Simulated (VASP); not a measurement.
Runs of VASP 6.6.1 on CaS. Symmetry: Fm-3m, No. 225, cubic system. The conventional cell has a = 5.696 Å, b = 5.696 Å, c = 5.696 Å, α = 90.00°, β = 90.00°, γ = 90.00°. Within 3.8 Å of Ca (site symmetry m-3m) lie 6 S at 2.85 Å. Within 3.8 Å of S (site symmetry m-3m) lie 6 Ca at 2.85 Å. 

| level | k mesh | cutoff (eV) | grid for exact exchange (PRECFOCK) | share of exact exchange | screening parameter | gap on the mesh (eV) | pressure (GPa) |
| --- | --- | --- | --- | --- | --- | --- | --- |
| PBE-based global hybrid | 4 × 4 × 4 | 400 | Normal | 0.5 | - | (c) | -0.4 |
| PBE-based global hybrid | 4 × 4 × 4 | 400 | Normal | 0.05 | - | 2.70 | 0.6 |
| PBE-based screened hybrid | 4 × 4 × 4 | 400 | Normal | 0.05 | 0.5 1/Å | (b) | 0.7 |
| PBE-based screened hybrid | 4 × 4 × 4 | 400 | Normal | 0.5 | 0.2078 1/Å | (a) | -0.1 |
| PBE | 6 × 6 × 6 | 500 | - | - | - | 2.36 | 0.6 |

Alike in all rows: task single point; potentials or basis VASP PAW PBE potentials, release 64 (Ca_sv, S); no spin polarisation; cell as given; smearing gaussian 0.01 eV.

Q: Fill in the values left out.

A: (a) 4.50; (b) 2.46; (c) 5.99.

Caveats: some runs use coarse meshes; the PAW data sets were made with another functional, which shifts forces and pressure a little (some runs).

A k mesh can miss the band edges.
